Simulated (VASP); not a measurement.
# Eu (Fm-3m) in VASP: a series of runs

Eu is run at these levels: r2SCAN; tasks: single point.

Everything below comes from runs of VASP 6.6.1. Logs are shortened: lines on timing, memory, paths and dates and some standing lists are left out, and cuts for length are marked.

### 1 The cell of the first run

Symmetry: Fm-3m, No. 225, cubic system. Conventional cell: a = 5.579 Å, b = 5.579 Å, c = 5.579 Å, α = 90.00°, β = 90.00°, γ = 90.00°. Within 5.2 Å of Eu (site symmetry m-3m) lie 12 Eu at 3.94 Å.

This isn't the form of Eu at room conditions, which is bcc.

### 2 Single point, r2SCAN, collinear spin, ferromagnetic start

The input, POSCAR:

```
Eu
1.0
    0.0000000000      2.7893030000      2.7893030000
    2.7893030000      0.0000000000      2.7893030000
    2.7893030000      2.7893030000      0.0000000000
Eu
1
Direct
    0.0000000000      0.0000000000      0.0000000000
```

The input, INCAR.step1:

```
SYSTEM = Eu
PREC = Accurate
ENCUT = 520
ISMEAR = -1
SIGMA = 0.1
LREAL = .FALSE.
LASPH = .TRUE.
NELM = 150
ISPIN = 2
MAGMOM = 9.1
LMAXMIX = 6
NBANDS = 18
GGA = PE
ALGO = Normal
EDIFF = 1E-4
LWAVE = .TRUE.
LCHARG = .FALSE.
```

The input, INCAR.step2:

```
SYSTEM = Eu
PREC = Accurate
ENCUT = 520
EDIFF = 1E-7
ISMEAR = -1
SIGMA = 0.1
LREAL = .FALSE.
LASPH = .TRUE.
NELM = 150
ALGO = Normal
ISIF = 2
LWAVE = .FALSE.
LCHARG = .FALSE.
ISPIN = 2
MAGMOM = 9.1
LORBIT = 11
LMAXMIX = 6
METAGGA = R2SCAN
LMIXTAU = .TRUE.
NBANDS = 18
ISTART = 1
```

The input, KPOINTS:

```
regular mesh
0
G
  2 2 2
  0 0 0
```

Potentials or basis: VASP PAW PBE potentials, release 64 (Eu).

On the command line:

```
$ cat potpaw_PBE.64/Eu/POTCAR > POTCAR
$ cp INCAR.step1 INCAR
$ mpirun -np 1 vasp_std > vasp.out
$ cp INCAR.step2 INCAR
$ mpirun -np 1 vasp_std > vasp.out
```

OUTCAR:

```text
SYSTEM = Eu
   PREC = Accurate
   ENCUT = 520
   EDIFF = 1E-7
   ISMEAR = -1
   LREAL = .FALSE.
   LASPH = .TRUE.
   NELM = 150
   ISIF = 2
   ISPIN = 2
   LORBIT = 11
   METAGGA = R2SCAN
   ISTART = 1

 ion  position               nearest neighbor table
   1  0.000  0.000  0.000-

  LATTYP: Found a face centered cubic cell.
 ALAT       =     5.5786060000

  Lattice vectors:

 A1 = (   0.0000000000,   2.7893030000,   2.7893030000)
 A2 = (   2.7893030000,   0.0000000000,   2.7893030000)
 A3 = (   2.7893030000,   2.7893030000,   0.0000000000)

Analysis of symmetry for initial positions (statically):
=====================================================================
 Subroutine PRICEL returns:
 Original cell was already a primitive cell.

 Routine SETGRP: Setting up the symmetry group for a
 face centered cubic supercell.

 Subroutine GETGRP returns: Found 48 space group operations
 (whereof 48 operations were pure point group operations)
 out of a pool of 48 trial point group operations.

The static configuration has the point symmetry O_h .

Analysis of symmetry for dynamics (positions and initial velocities):
=====================================================================
 Subroutine PRICEL returns:
 Original cell was already a primitive cell.

 Routine SETGRP: Setting up the symmetry group for a
 face centered cubic supercell.

 Subroutine GETGRP returns: Found 48 space group operations
 (whereof 48 operations were pure point group operations)
 out of a pool of 48 trial point group operations.

The dynamic configuration has the point symmetry O_h .

Analysis of structural, dynamic, and magnetic symmetry:
=====================================================================
 Subroutine PRICEL returns:
 Original cell was already a primitive cell.

 Routine SETGRP: Setting up the symmetry group for a
 face centered cubic supercell.

 Subroutine GETGRP returns: Found 48 space group operations
 (whereof 48 operations were pure point group operations)
 out of a pool of 48 trial point group operations.

The overall configuration has the point symmetry O_h .

 Subroutine INISYM returns: Found 48 space group operations
 (whereof 48 operations are pure point group operations),
 and found     1 'primitive' translations

----------------------------------------------------------------------------------------

                                     Primitive cell

  volume of cell :      43.4027

  direct lattice vectors                    reciprocal lattice vectors
     0.000000000  2.789303000  2.789303000    -0.179256251  0.179256251  0.179256251
     2.789303000  0.000000000  2.789303000     0.179256251 -0.179256251  0.179256251
     2.789303000  2.789303000  0.000000000     0.179256251  0.179256251 -0.179256251

  length of vectors
     3.944670132  3.944670132  3.944670132     0.310480935  0.310480935  0.310480935

  position of ions in fractional coordinates (direct lattice)
     0.000000000  0.000000000  0.000000000

  ion indices of the primitive-cell ions
   primitive index   ion index
                 1           1

----------------------------------------------------------------------------------------

 KPOINTS: regular mesh

Automatic generation of k-mesh.
 Grid dimensions read from file:
 generate k-points for:    2    2    2

 Generating k-lattice:

  Cartesian coordinates                     Fractional coordinates (reciprocal lattice)
    -0.089628126  0.089628126  0.089628126     0.500000000  0.000000000  0.000000000
     0.089628126 -0.089628126  0.089628126     0.000000000  0.500000000  0.000000000
     0.089628126  0.089628126 -0.089628126     0.000000000  0.000000000  0.500000000

  Length of vectors
     0.155240468  0.155240468  0.155240468

  Shift w.r.t. Gamma in fractional coordinates (k-lattice)
     0.000000000  0.000000000  0.000000000

 Subroutine IBZKPT returns following result:
 ===========================================

 Found      3 irreducible k-points:

 Following reciprocal coordinates:
            Coordinates               Weight
  0.000000  0.000000  0.000000      1.000000
  0.500000  0.000000  0.000000      4.000000
  0.500000  0.500000  0.000000      3.000000
   k-points           NKPTS =      3   k-points in BZ     NKDIM =      3   number of bands    NBANDS=     18
   number of dos      NEDOS =    301   number of ions     NIONS =      1
   total plane-waves  NPLWV =  27000
   dimension x,y,z NGX =    30 NGY =   30 NGZ =   30
   dimension x,y,z NGXF=    60 NGYF=   60 NGZF=   60
   ions per type =               1
   NGX,Y,Z   is equivalent  to a cutoff of  12.64, 12.64, 12.64 a.u.
   NGXF,Y,Z  is equivalent  to a cutoff of  25.29, 25.29, 25.29 a.u.
 SYSTEM =  Eu
   PREC   = accura    normal or accurate (medium, high low for compatibility)
   ISTART =      1    job   : 0-new  1-cont  2-samecut
   ICHARG =      0    charge: 1-file 2-atom 10-const
   ISPIN  =      2    spin polarized calculation?
   LNONCOLLINEAR =      F non collinear calculations
   LSORBIT =      F    spin-orbit coupling
   LASPH  =      T    aspherical Exc in radial PAW
   ENCUT  =  520.0 eV  38.22 Ry    6.18 a.u.   7.33  7.33  7.33*2*pi/ulx,y,z
   NELM   =    150;   NELMIN=  2; NELMDL=  0     # of ELM steps
   EDIFF  = 0.1E-06   stopping-criterion for ELM
   LREAL  =      F    real-space projection
   EDIFFG = 0.1E-05   stopping-criterion for IOM
   NSW    =      0    number of steps for IOM
   IBRION =     -1    ionic relax: 0-MD 1-quasi-New 2-CG
   NFREE  =      0    steps in history (QN), initial steepest desc. (CG)
   ISIF   =      2    stress and relaxation
   ISYM   =      2    0-nonsym 1-usesym 2-fastsym
   POTIM  = 0.5000    time-step for ionic-motion
   TEBEG  =    0.0;   TEEND  =   0.0 temperature during run
   PSTRESS=    0.0 pullay stress
   NELECT =      17.0000    total number of electrons
   NUPDOWN=      -1.0000    fix difference up-down
   EMIN   =  10.00;   EMAX   =-10.00  energy-range for DOS
   EFERMI =   0.00;   METHOD = LEGACY
   ISMEAR =    -1;   SIGMA  =   0.10  broadening in eV -4-tet -1-fermi 0-gaus
   EFERMI_NEDOS =   21; number of points for ismear=-14 and -15
   IALGO  =     38    algorithm
   IMIX   =      4    mixing-type and parameters
     AMIX     =   0.40;   BMIX     =  1.00
     AMIX_MAG =   1.60;   BMIX_MAG =  1.00
  volume/ion in A,a.u.               =      43.40       292.90
  Fermi-wavevector in a.u.,A,eV,Ry     =   1.197803  2.263520 19.520719  1.434732
  Thomas-Fermi vector in A             =   2.333709
   LORBIT       =     11    0 simple, 1 ext, 2 COOP (PROOUT), +10 PAW based schemes
   METAGGA = R2SCAN    functional components
   LHFCALC =     F    Hartree Fock is set to
   AEXX    =    0.0000 exact exchange contribution
   IVDW    =     0    specifies the selected vdW correction
   LEPSILON=     F    determine dielectric tensor
   LRPA    =     F    only Hartree local field effects (RPA)
 spin polarized calculation
  energy-cutoff  :      520.00
  volume of cell :       43.40
 maximum number of plane-waves:      1211
 NGX is ok and might be reduce to    30
   NGX = 15   NGY = 15   NGZ = 15

 number of electron      17.0000004 magnetization       7.3163233

 Free energy of the ion-electron system (eV)
  ---------------------------------------------------
  ext. energy  EPLUGINS =         0.00000000
  ---------------------------------------------------
  free energy    TOTEN  =       -40.19997468 eV

  energy without entropy =      -40.07387688  energy(sigma->0) =      -40.13692578

 E-fermi :   1.5705     XC(G=0):  -9.1701

 val. band max:        1.4912968396   @ k =   0.5000   0.0000   0.0000
 cond. band min:       2.5102523382   @ k =   0.5000   0.0000   0.0000
 fundamental gap:      1.0189554986
 Fermi energy:         1.5704961814

 spin component 1

 k-point     1 :       0.0000    0.0000    0.0000
  band No.  band energies     occupation
      1     -41.1934      1.00000
      2     -19.1415      1.00000
      3     -19.1414      1.00000
      4     -19.1414      1.00000
      5      -2.5698      1.00000
      6       1.0785      0.99275
[... 10 lines left out ...]
     17       5.9053      0.00000
     18      10.1295      0.00000

 k-point     2 :       0.5000    0.0000    0.0000
  band No.  band energies     occupation
      1     -41.1638      1.00000
      2     -19.5487      1.00000
      3     -19.1956      1.00000
      4     -19.1956      1.00000
      5       0.0429      1.00000
      6       1.1043      0.99064
[... 10 lines left out ...]
     17       7.1860      0.00000
     18       8.8844      0.00000

 k-point     3 :       0.5000    0.5000    0.0000
  band No.  band energies     occupation
      1     -41.1541      1.00000
      2     -19.5277      1.00000
      3     -19.2860      1.00000
      4     -19.2860      1.00000
      5       0.7318      0.99977
      6       1.1219      0.98886
[... 10 lines left out ...]
     17       7.5239      0.00000
     18       9.2301      0.00000
 Fermi energy:         1.5704961814

 spin component 2

 k-point     1 :       0.0000    0.0000    0.0000
  band No.  band energies     occupation
      1     -37.4889      1.00000
      2     -16.4727      1.00000
      3     -16.4727      1.00000
      4     -16.4727      1.00000
      5      -1.5391      1.00000
      6       5.2965      0.00000
[... 10 lines left out ...]
     17       7.8177      0.00000
     18      12.5903      0.00000

 k-point     2 :       0.5000    0.0000    0.0000
  band No.  band energies     occupation
      1     -37.4484      1.00000
      2     -16.9962      1.00000
      3     -16.5375      1.00000
      4     -16.5375      1.00000
      5       1.4913      0.68826
      6       3.2230      0.00000
[... 10 lines left out ...]
     17       8.7622      0.00000
     18      10.6048      0.00000

 k-point     3 :       0.5000    0.5000    0.0000
  band No.  band energies     occupation
      1     -37.4352      1.00000
      2     -16.9499      1.00000
      3     -16.6565      1.00000
      4     -16.6565      1.00000
      5       1.0617      0.99387
      6       2.7920      0.00000
[... 10 lines left out ...]
     17       9.2546      0.00000
     18      10.7636      0.00000

------------------------ aborting loop because EDIFF is reached ----------------------------------------

  FORCE on cell =-STRESS in cart. coord.  units (eV):
  Direction    XX          YY          ZZ          XY          YZ          ZX
  --------------------------------------------------------------------------------------
  -------------------------------------------------------------------------------------
  Total       -2.4671401     -2.4671401     -2.4671401     -0.0000000      0.0000000     -0.0000000
  in kB      -91.0725126    -91.0725126    -91.0725126     -0.0000000      0.0000000     -0.0000000
  external PRESSURE =     -91.0725126 kB  Pullay stress =       0.0000000 kB

 VOLUME and BASIS-vectors are now :
 -----------------------------------------------------------------------------
  energy-cutoff  :      520.00
  volume of cell :       43.40
      direct lattice vectors                 reciprocal lattice vectors
     0.000000000  2.789303000  2.789303000    -0.179256251  0.179256251  0.179256251
     2.789303000  0.000000000  2.789303000     0.179256251 -0.179256251  0.179256251
     2.789303000  2.789303000  0.000000000     0.179256251  0.179256251 -0.179256251

 POSITION                                       TOTAL-FORCE (eV/Angst)
 -----------------------------------------------------------------------------------
      0.00000      0.00000      0.00000         0.000000      0.000000      0.000000
 -----------------------------------------------------------------------------------
    total drift:                               -0.000000     -0.000000      0.000000

  FREE ENERGIE OF THE ION-ELECTRON SYSTEM (eV)
  ---------------------------------------------------
  free  energy   TOTEN  =       -40.1999746769 eV

  energy  without entropy=      -40.0738768835  energy(sigma->0) =      -40.13692578

 total charge

# of ion       s       p       d       f       tot
--------------------------------------------------
    1        2.080   5.678   0.429   6.613  14.801

 magnetization (x)

# of ion       s       p       d       f       tot
--------------------------------------------------
    1       -0.008  -0.182   0.186   6.613   6.608
```

It took 99 s on 1 thread of Intel Xeon Platinum 8259CL at 2.50GHz (Skylake/Cascade Lake), shared host; peak memory 0.2 GiB.

Results:

| Quantity | Value |
| --- | --- |
| Free energy | -40.2000 eV |
| Pressure | -9.1 GPa |
| Net moment | 7.32 μB per cell |
| Site moments | Eu +6.61 μB |
| Valence electrons inside the program's atomic spheres | Eu 14.80 |

Caveat: the k points lie up to 0.98 Å⁻¹ apart; the PAW data sets were made with another functional, which shifts forces and pressure a little; spin-orbit coupling is left out, which moves the levels of the heavy elements; semilocal functionals describe open f shells poorly, which spoils levels, moments and volumes.

### 3 Single point, r2SCAN, collinear spin, ferromagnetic start

POSCAR is that of step 2.

The input, INCAR.step1:

```
  PREC = Accurate
  ENCUT = 520
  ISMEAR = -1
  SIGMA = 0.1
  LREAL = F
  LASPH = T
  NELM = 150
  ISPIN = 2
  MAGMOM = 9.1
  LMAXMIX = 6
  NBANDS = 18
  GGA = PE
  ALGO = Normal
  EDIFF = 1E-4
  LWAVE = T
  LCHARG = F
```

The input, INCAR.step2:

```
  PREC = Accurate
  ENCUT = 520
  EDIFF = 1E-6
  ISMEAR = -1
  SIGMA = 0.1
  LREAL = F
  LASPH = T
  NELM = 150
  ALGO = Normal
  ISIF = 2
  LWAVE = F
  LCHARG = F
  ISPIN = 2
  MAGMOM = 9.1
  LORBIT = 11
  LMAXMIX = 6
  METAGGA = R2SCAN
  LMIXTAU = T
  NBANDS = 18
  ISTART = 1
```

The input, KPOINTS:

```
Automatic mesh
0
Gamma
  4 4 4
```

Potentials or basis: VASP PAW PBE potentials, release 64 (Eu).

On the command line:

```
$ cat potpaw_PBE.64/Eu/POTCAR > POTCAR
$ cp INCAR.step1 INCAR
$ mpirun -np 1 vasp_std > vasp.out
$ cp INCAR.step2 INCAR
$ mpirun -np 1 vasp_std > vasp.out
```

Wall time 2.6 min (1 thread of Intel Xeon Platinum 8259CL at 2.50GHz (Skylake/Cascade Lake), shared host); peak memory 0.21 GiB.

Results (log left out):

| Quantity | Value |
| --- | --- |
| Free energy | -39.6881 eV |
| Pressure | -0.4 GPa |
| Net moment | 7.95 μB per cell |
| Site moments | Eu +6.75 μB |
| Valence electrons inside the program's atomic spheres | Eu 14.80 |

Levels at points of the mesh, in eV from the Fermi level:
Spin up:
```
           k point  band 10  band 11  band 12  band 13  band 14  band 15
(0.00, 0.00, 0.00)    -0.59    -0.59    -0.59     1.80     1.80     1.80
(0.50, 0.00, 0.00)    -0.58    -0.54    -0.54     0.05     1.62     1.62
(0.50, 0.50, 0.00)    -0.66    -0.55    -0.55    -0.48     1.36     5.20
```
Spin down:
| k point | band 3 | band 4 | band 5 | band 6 | band 7 | band 8 |
| --- | --- | --- | --- | --- | --- | --- |
| (0.00, 0.00, 0.00) | -18.40 | -18.40 | -3.02 | 3.32 | 3.32 | 3.32 |
| (0.50, 0.00, 0.00) | -18.46 | -18.46 | -0.35 | 1.84 | 3.10 | 3.10 |
| (0.50, 0.50, 0.00) | -18.58 | -18.58 | -0.30 | 0.83 | 3.27 | 5.44 |

Caveat: the k points lie up to 0.49 Å⁻¹ apart; the PAW data sets were made with another functional, which shifts forces and pressure a little; spin-orbit coupling is left out, which moves the levels of the heavy elements; semilocal functionals describe open f shells poorly, which spoils levels, moments and volumes. The state reached can hang on the start; a lower one may exist.

### 4 Single point, r2SCAN, collinear spin, ferromagnetic start

POSCAR is that of step 3.

The input, INCAR.step1:

```
ALGO     = Normal         # electronic algorithm
EDIFF    = 1E-4           # SCF threshold, eV
ENCUT    = 520            # plane-wave cutoff, eV
GGA      = PE             # functional
ISMEAR   = -1             # smearing method
ISPIN    = 2              # spin polarisation
LASPH    = True           # aspherical terms in the spheres
LCHARG   = False          # write CHGCAR
LMAXMIX  = 6              # l up to which the mixer works
LREAL    = False          # projectors in reciprocal space
LWAVE    = True           # write WAVECAR
MAGMOM   = 9.1            # initial moments
NBANDS   = 18             # bands
NELM     = 150            # most SCF steps
PREC     = Accurate       # precision mode
SIGMA    = 0.1            # smearing width, eV
```

The input, INCAR.step2:

```
ALGO     = Normal         # electronic algorithm
EDIFF    = 1E-7           # SCF threshold, eV
ENCUT    = 520            # plane-wave cutoff, eV
ISIF     = 2              # what is computed and relaxed
ISMEAR   = -1             # smearing method
ISPIN    = 2              # spin polarisation
ISTART   = 1            
LASPH    = True           # aspherical terms in the spheres
LCHARG   = False          # write CHGCAR
LMAXMIX  = 6              # l up to which the mixer works
LMIXTAU  = True         
LORBIT   = 11             # projections on sites
LREAL    = False          # projectors in reciprocal space
LWAVE    = False          # write WAVECAR
MAGMOM   = 9.1            # initial moments
METAGGA  = R2SCAN         # meta-GGA
NBANDS   = 18             # bands
NELM     = 150            # most SCF steps
PREC     = Accurate       # precision mode
SIGMA    = 0.1            # smearing width, eV
```

The input, KPOINTS:

```
k-points
0
Gamma
  5 5 5
```

On the command line:

```
$ cat potpaw_PBE.64/Eu/POTCAR > POTCAR
$ cp INCAR.step1 INCAR
$ mpirun -np 1 vasp_std > vasp.out
$ cp INCAR.step2 INCAR
$ mpirun -np 1 vasp_std > vasp.out
```

It took 2.8 min on 1 thread of Intel Xeon Platinum 8259CL at 2.50GHz (Skylake/Cascade Lake), shared host; peak memory 0.21 GiB.

The run converged. Its results:

| Quantity | Value |
| --- | --- |
| Free energy | -39.7157 eV |
| Pressure | -0.4 GPa |
| Net moment | 7.90 μB per cell |
| Site moments | Eu +6.74 μB |
| Valence electrons inside the program's atomic spheres | Eu 14.79 |

Levels at points of the mesh, in eV from the Fermi level:
Spin up:
| k point | band 10 | band 11 | band 12 | band 13 | band 14 | band 15 |
| --- | --- | --- | --- | --- | --- | --- |
| (0.00, 0.00, 0.00) | -0.58 | -0.58 | -0.58 | 1.85 | 1.85 | 1.85 |
Spin down:
```csv
k point,band 1,band 2,band 3,band 4,band 5,band 6,band 7,band 8,band 9,band 10
"(0.00, 0.00, 0.00)",-39.37,-18.36,-18.36,-18.36,-3.03,3.42,3.42,3.42,5.11,5.43
```

Caveat: the k points lie up to 0.39 Å⁻¹ apart; the PAW data sets were made with another functional, which shifts forces and pressure a little; spin-orbit coupling is left out, which moves the levels of the heavy elements; semilocal functionals describe open f shells poorly, which spoils levels, moments and volumes. The state reached can hang on the start; a lower one may exist.

(Part 1 of 2 ends here.)
